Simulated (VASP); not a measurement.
# Al5GaN6 (Pmmm) in VASP: single point with PBE

Aim: the single point of Al5GaN6 with PBE.

All numbers are computed with VASP 6.6.1; they aren't measurements. Logs are shortened: lines on timing, memory, paths and dates and some standing lists are left out, and cuts for length are marked.

### Step 1. The cell of the first run

It takes space group Pmmm (No. 47, orthorhombic). The conventional cell has a = 3.342 Å, b = 4.726 Å, c = 10.026 Å, α = 90.00°, β = 90.00°, γ = 90.00°. Al (site symmetry mm2) has 6 N at 2.36 Å within 3.1 Å. Within 3.1 Å of Al (site symmetry mm2) lie 6 N at 2.36 Å. Al (site symmetry mmm) has 6 N at 2.36 Å within 3.1 Å. Ga (site symmetry mmm) has 6 N at 2.36 Å within 3.1 Å. Within 3.1 Å of N (site symmetry mm2) lie 4 Al at 2.36 Å and 2 Ga at 2.36 Å. N (site symmetry mmm) has 2 Ga at 2.36 Å and 4 Al at 2.36 Å within 3.1 Å. N (site symmetry mm2) has 6 Al at 2.36 Å within 3.1 Å. Within 3.1 Å of N (site symmetry mmm) lie 6 Al at 2.36 Å.

### Step 2. Single point, PBE, collinear spin, ferromagnetic start

Contents of INCAR:

```
SYSTEM = Al5GaN6
ALGO     = Normal         ! electronic algorithm
EDIFF    = 1E-6           ! SCF threshold, eV
ENCUT    = 520            ! plane-wave cutoff, eV
GGA      = PE             ! functional
ISIF     = 2              ! what is computed and relaxed
ISMEAR   = 0              ! smearing method
ISPIN    = 2              ! spin polarisation
LASPH    = .True.         ! aspherical terms in the spheres
LCHARG   = .False.        ! write CHGCAR
LORBIT   = 11             ! projections on sites
LREAL    = .False.        ! projectors in reciprocal space
LWAVE    = .False.        ! write WAVECAR
MAGMOM   = 0 0 0 0 0 0 1 1 1 1 1 1 ! initial moments
NBANDS   = 45             ! bands
NELM     = 150            ! most SCF steps
PREC     = Accurate       ! precision mode
SIGMA    = 0.1            ! smearing width, eV
```

Contents of KPOINTS:

```
k-points
0
Gamma
  6 4 2
  0 0 0
```

Contents of POSCAR:

```
Al5GaN6
1.0
    3.3419538300      0.0000000000      0.0000000000
    0.0000000000      4.7262364200      0.0000000000
    0.0000000000      0.0000000000     10.0258614800
Al Ga N
5 1 6
Direct
    0.0000000000      0.5000000000      0.8333333300
    0.0000000000      0.5000000000      0.1666666700
    0.5000000000      0.0000000000      0.3333333300
    0.0000000000      0.5000000000      0.5000000000
    0.5000000000      0.0000000000      0.6666666700
    0.5000000000      0.0000000000      0.0000000000
    0.0000000000      0.0000000000      0.8333333300
    0.5000000000      0.5000000000      0.0000000000
    0.0000000000      0.0000000000      0.1666666700
    0.5000000000      0.5000000000      0.3333333300
    0.0000000000      0.0000000000      0.5000000000
    0.5000000000      0.5000000000      0.6666666700
```

Potentials or basis: VASP PAW PBE potentials, release 64 (Al, Ga_d, N).

Launch:

```sh
$ cat potpaw_PBE.64/Al/POTCAR potpaw_PBE.64/Ga_d/POTCAR potpaw_PBE.64/N/POTCAR > POTCAR
$ mpirun -np 1 vasp_std > vasp.out
```

OUTCAR:

```text
SYSTEM = Al5GaN6
   EDIFF = 1E-6
   ENCUT = 520
   GGA = PE
   ISIF = 2
   ISMEAR = 0
   ISPIN = 2
   LASPH = .True.
   LORBIT = 11
   LREAL = .False.
   NELM = 150
   PREC = Accurate

 ion  position               nearest neighbor table
   1  0.000  0.500  0.833-  12 2.36  12 2.36   7 2.36   7 2.36   8 2.36   8 2.36   5 3.34   5 3.34
                             5 3.34   5 3.34   4 3.34   2 3.34
   2  0.000  0.500  0.167-  10 2.36  10 2.36   9 2.36   9 2.36   8 2.36   8 2.36   3 3.34   3 3.34
                             3 3.34   3 3.34   4 3.34   1 3.34
   3  0.500  0.000  0.333-   9 2.36   9 2.36  10 2.36  10 2.36  11 2.36  11 2.36   2 3.34   2 3.34
                             2 3.34   2 3.34   4 3.34   4 3.34   4 3.34   4 3.34   5 3.34
   4  0.000  0.500  0.500-  11 2.36  11 2.36  12 2.36  10 2.36  10 2.36  12 2.36   1 3.34   2 3.34
                             5 3.34   5 3.34   3 3.34   5 3.34   3 3.34   3 3.34   3 3.34   5 3.34
   5  0.500  0.000  0.667-   7 2.36   7 2.36  12 2.36  12 2.36  11 2.36  11 2.36   1 3.34   1 3.34
                             1 3.34   1 3.34   4 3.34   4 3.34   4 3.34   4 3.34   3 3.34
   6  0.500  0.000  0.000-
   7  0.000  0.000  0.833-   5 2.36   5 2.36   1 2.36   1 2.36
   8  0.500  0.500  0.000-   1 2.36   2 2.36   1 2.36   2 2.36
   9  0.000  0.000  0.167-   3 2.36   3 2.36   2 2.36   2 2.36
  10  0.500  0.500  0.333-   2 2.36   2 2.36   3 2.36   3 2.36   4 2.36   4 2.36
  11  0.000  0.000  0.500-   4 2.36   4 2.36   5 2.36   3 2.36   3 2.36   5 2.36
  12  0.500  0.500  0.667-   1 2.36   1 2.36   5 2.36   5 2.36   4 2.36   4 2.36

  LATTYP: Found a simple orthorhombic cell.
 ALAT       =     3.3419538300
 B/A-ratio  =     1.4142135590
 C/A-ratio  =     2.9999999970

  Lattice vectors:

 A1 = (   3.3419538300,   0.0000000000,   0.0000000000)
 A2 = (   0.0000000000,   4.7262364200,   0.0000000000)
 A3 = (   0.0000000000,   0.0000000000,  10.0258614800)

Analysis of symmetry for initial positions (statically):
=====================================================================
 Subroutine PRICEL returns:
 Original cell was already a primitive cell.

 Routine SETGRP: Setting up the symmetry group for a
 simple orthorhombic supercell.

 Subroutine GETGRP returns: Found  8 space group operations
 (whereof  8 operations were pure point group operations)
 out of a pool of  8 trial point group operations.

The static configuration has the point symmetry D_2h.

Analysis of symmetry for dynamics (positions and initial velocities):
=====================================================================
 Subroutine PRICEL returns:
 Original cell was already a primitive cell.

 Routine SETGRP: Setting up the symmetry group for a
 simple orthorhombic supercell.

 Subroutine GETGRP returns: Found  8 space group operations
 (whereof  8 operations were pure point group operations)
 out of a pool of  8 trial point group operations.

The dynamic configuration has the point symmetry D_2h.

Analysis of structural, dynamic, and magnetic symmetry:
=====================================================================
 Subroutine PRICEL returns:
 Original cell was already a primitive cell.

 Routine SETGRP: Setting up the symmetry group for a
 simple orthorhombic supercell.

 Subroutine GETGRP returns: Found  8 space group operations
 (whereof  8 operations were pure point group operations)
 out of a pool of  8 trial point group operations.

The overall configuration has the point symmetry D_2h.

 Subroutine INISYM returns: Found  8 space group operations
 (whereof  8 operations are pure point group operations),
 and found     1 'primitive' translations

----------------------------------------------------------------------------------------

                                     Primitive cell

  volume of cell :     158.3571

  direct lattice vectors                    reciprocal lattice vectors
     3.341953830  0.000000000  0.000000000     0.299226157  0.000000000  0.000000000
     0.000000000  4.726236420  0.000000000     0.000000000  0.211584845  0.000000000
     0.000000000  0.000000000 10.025861480     0.000000000  0.000000000  0.099742052

  length of vectors
     3.341953830  4.726236420 10.025861480     0.299226157  0.211584845  0.099742052

  position of ions in fractional coordinates (direct lattice)
     0.000000000  0.500000000  0.833333330
[... 100 lines left out ...]
   NSW    =      0    number of steps for IOM
   IBRION =     -1    ionic relax: 0-MD 1-quasi-New 2-CG
   NFREE  =      0    steps in history (QN), initial steepest desc. (CG)
   ISIF   =      2    stress and relaxation
   ISYM   =      2    0-nonsym 1-usesym 2-fastsym
   POTIM  = 0.5000    time-step for ionic-motion
   TEBEG  =    0.0;   TEEND  =   0.0 temperature during run
   PSTRESS=    0.0 pullay stress
   NELECT =      58.0000    total number of electrons
   NUPDOWN=      -1.0000    fix difference up-down
   EMIN   =  10.00;   EMAX   =-10.00  energy-range for DOS
   EFERMI =   0.00;   METHOD = LEGACY
   ISMEAR =     0;   SIGMA  =   0.10  broadening in eV -4-tet -1-fermi 0-gaus
   EFERMI_NEDOS =   21; number of points for ismear=-14 and -15
   IALGO  =     38    algorithm
   IMIX   =      4    mixing-type and parameters
     AMIX     =   0.40;   BMIX     =  1.00
     AMIX_MAG =   1.60;   BMIX_MAG =  1.00
  volume/ion in A,a.u.               =      13.20        89.05
  Fermi-wavevector in a.u.,A,eV,Ry     =   1.171309  2.213454 18.666727  1.371966
  Thomas-Fermi vector in A             =   2.307755
   LORBIT       =     11    0 simple, 1 ext, 2 COOP (PROOUT), +10 PAW based schemes
   GGA     = PE    functional components
   LHFCALC =     F    Hartree Fock is set to
   AEXX    =    0.0000 exact exchange contribution
   IVDW    =     0    specifies the selected vdW correction
   LEPSILON=     F    determine dielectric tensor
   LRPA    =     F    only Hartree local field effects (RPA)
 spin polarized calculation
 Gauss-broadening in eV      SIGMA  =   0.10
  energy-cutoff  :      520.00
  volume of cell :      158.36
 maximum number of plane-waves:      4301
 NGX is ok and might be reduce to    28
   NGX = 13   NGY = 17   NGZ = 37

 number of electron      57.9999990 magnetization      -0.0006223

 number of electron      57.9999990 magnetization       0.0012267

 Free energy of the ion-electron system (eV)
  ---------------------------------------------------
  ext. energy  EPLUGINS =         0.00000000
  ---------------------------------------------------
  free energy    TOTEN  =       -73.26415791 eV

  energy without entropy =      -73.25858014  energy(sigma->0) =      -73.26136902

 E-fermi :   4.8926     XC(G=0): -10.4390

 val. band max:        4.8506641169   @ k =   0.0000   0.0000   0.0000
 cond. band min:       5.0080429884   @ k =   0.5000   0.0000   0.5000
 fundamental gap:      0.1573788716
 Fermi energy:         4.8925807605

 spin component 1

 k-point     1 :       0.0000    0.0000    0.0000
  band No.  band energies     occupation
      1      -9.4631      1.00000
      2      -9.3401      1.00000
      3      -9.2387      1.00000
      4      -9.2058      1.00000
      5      -9.2050      1.00000
      6      -9.1824      1.00000
[... 1045 lines left out ...]
     40      12.2935      0.00000
     41      12.3828      0.00000
 Fermi energy:         4.8925807605

 spin component 2

 k-point     1 :       0.0000    0.0000    0.0000
  band No.  band energies     occupation
      1      -9.4630      1.00000
      2      -9.3400      1.00000
      3      -9.2387      1.00000
      4      -9.2057      1.00000
      5      -9.2050      1.00000
      6      -9.1824      1.00000
[... 1045 lines left out ...]
     40      12.2938      0.00000
     41      12.3834      0.00000
 [bands above 41 left out]

------------------------ aborting loop because EDIFF is reached ----------------------------------------

  FORCE on cell =-STRESS in cart. coord.  units (eV):
  Direction    XX          YY          ZZ          XY          YZ          ZX
  --------------------------------------------------------------------------------------
  -------------------------------------------------------------------------------------
  Total      -41.1024645    -41.4163279    -41.0888771     -0.0000000      0.0000000      0.0000000
  in kB     -415.8539748   -419.0294859   -415.7165046     -0.0000000      0.0000000      0.0000000
  external PRESSURE =    -416.8666551 kB  Pullay stress =       0.0000000 kB

 VOLUME and BASIS-vectors are now :
 -----------------------------------------------------------------------------
  energy-cutoff  :      520.00
  volume of cell :      158.36
      direct lattice vectors                 reciprocal lattice vectors
     3.341953830  0.000000000  0.000000000     0.299226157  0.000000000  0.000000000
     0.000000000  4.726236420  0.000000000     0.000000000  0.211584845  0.000000000
     0.000000000  0.000000000 10.025861480     0.000000000  0.000000000  0.099742052

 POSITION                                       TOTAL-FORCE (eV/Angst)
 -----------------------------------------------------------------------------------
      0.00000      2.36312      8.35488         0.000000     -0.000000      0.022267
      0.00000      2.36312      1.67098         0.000000     -0.000000     -0.022267
      1.67098      0.00000      3.34195         0.000000     -0.000000      0.044695
      0.00000      2.36312      5.01293         0.000000     -0.000000      0.000000
      1.67098      0.00000      6.68391         0.000000     -0.000000     -0.044695
      1.67098      0.00000      0.00000         0.000000     -0.000000      0.000000
      0.00000      0.00000      8.35488        -0.000000     -0.000000     -0.562958
      1.67098      2.36312      0.00000         0.000000     -0.000000      0.000000
      0.00000      0.00000      1.67098         0.000000     -0.000000      0.562958
      1.67098      2.36312      3.34195         0.000000      0.000000      0.018366
      0.00000      0.00000      5.01293         0.000000     -0.000000      0.000000
      1.67098      2.36312      6.68391         0.000000      0.000000     -0.018366
 -----------------------------------------------------------------------------------
    total drift:                                0.000000     -0.000000     -0.000000

  FREE ENERGIE OF THE ION-ELECTRON SYSTEM (eV)
  ---------------------------------------------------
  free  energy   TOTEN  =       -73.2641579097 eV

  energy  without entropy=      -73.2585801400  energy(sigma->0) =      -73.26136902

 total charge

# of ion       s       p       d       tot
------------------------------------------
    1        0.311   0.233   0.000   0.544
    2        0.311   0.233   0.000   0.544
    3        0.315   0.234   0.000   0.548
    4        0.310   0.234   0.000   0.544
    5        0.315   0.234   0.000   0.548
    6        0.741   0.478  10.035  11.254
    7        1.256   2.279   0.000   3.535
    8        1.254   2.281   0.000   3.534
    9        1.256   2.279   0.000   3.535
   10        1.245   2.299   0.000   3.544
   11        1.246   2.299   0.000   3.545
   12        1.245   2.299   0.000   3.544
--------------------------------------------------
tot          9.805  15.380  10.035  35.220

 magnetization (x)

# of ion       s       p       d       tot
------------------------------------------
    1        0.000   0.000   0.000   0.000
    2        0.000   0.000   0.000   0.000
    3        0.000   0.000   0.000   0.000
    4        0.000   0.000   0.000   0.000
    5        0.000   0.000   0.000   0.000
    6        0.000   0.000  -0.000   0.000
    7       -0.000  -0.000   0.000  -0.000
    8       -0.000  -0.000   0.000  -0.000
    9       -0.000  -0.000   0.000  -0.000
   10       -0.000  -0.000   0.000  -0.000
   11       -0.000  -0.000   0.000  -0.000
   12       -0.000  -0.000   0.000  -0.000
--------------------------------------------------
tot          0.000  -0.000  -0.000  -0.000
```

Run time: 5.3 min. Hardware: 1 thread of Intel Xeon Platinum 8488C (Sapphire Rapids), shared host; peak memory 0.46 GiB.

Results:

| Item | Value |
| --- | --- |
| Free energy | -73.2642 eV |
| Pressure | -41.7 GPa |
| Largest force | 0.563 eV/Å |
| Band gap on the k mesh | 0.02 eV (least direct gap 0.04 eV) |
| Net moment | 0.00 μB per cell |
| Valence electrons inside the program's atomic spheres | Al 0.54, 0.55 (each value once); Ga 11.25; N 3.54, 3.53 (each value once) |

Forces in eV/Å, atoms in the order of the input:
```
Al   0.000  0.000  0.022
Al   0.000  0.000 -0.022
Al   0.000  0.000  0.045
Al   0.000  0.000  0.000
Al   0.000  0.000 -0.045
Ga   0.000  0.000  0.000
N    0.000  0.000 -0.563
N    0.000  0.000  0.000
N    0.000  0.000  0.563
N    0.000  0.000  0.018
N    0.000  0.000  0.000
N    0.000  0.000 -0.018
```

Caveat: the cell stands under tension; the smearing spreads over this small gap; semilocal functionals underestimate gaps, and a narrow one can read as zero. A k mesh can miss the band edges.

The gap in the log of VASP goes by the Fermi energy; the results here count the filled bands.